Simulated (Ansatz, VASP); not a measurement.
# HgTe: VASP beside Ansatz

```
Hg Te
1.0
     0.00000    3.38612    3.25589
     3.25589    0.00000    3.25589
     3.25589    3.38612    0.00000
Hg Te
1 1
Direct
  0.00000 0.00000 0.00000
  0.75000 0.75000 0.75000
```

Change from the starting cell: strain +0.0400 x Voigt [0, 1, 0, 0, 0, 0], atoms carried along.

Alike in both runs: task single point; functional PBEsol; k mesh 16 × 16 × 16; occupations gaussian, width 0.15 eV; no spin polarisation.

|  | VASP | Ansatz |
| --- | --- | --- |
| version | VASP 6.6.1 | Ansatz 0.2.0 |
| potentials or method | VASP PAW PBE potentials, release 64 (Hg, Te), cutoff 520 eV | scalar-relativistic, plane waves, PAW |
| valence electrons in the cell | 18 | 36 |

|  | VASP | Ansatz | Ansatz less VASP |
| --- | --- | --- | --- |
| gap on the k mesh at the Fermi level (eV) | none | none | - |
| pressure (GPa) | -1.5 | -1.5 | -0.09 |
| traceless stress, the component that is largest in VASP (GPa) | -0.47 | -0.47 | 0.000 |

VASP's potentials were made for PBE, not for PBEsol. A gap of «none» marks a metal or a gap that the smearing closes. VASP's potentials hold 18 valence electrons a cell and Ansatz's 36, so a difference there can come from the potentials and not from the codes.

Spin-orbit coupling is off throughout.
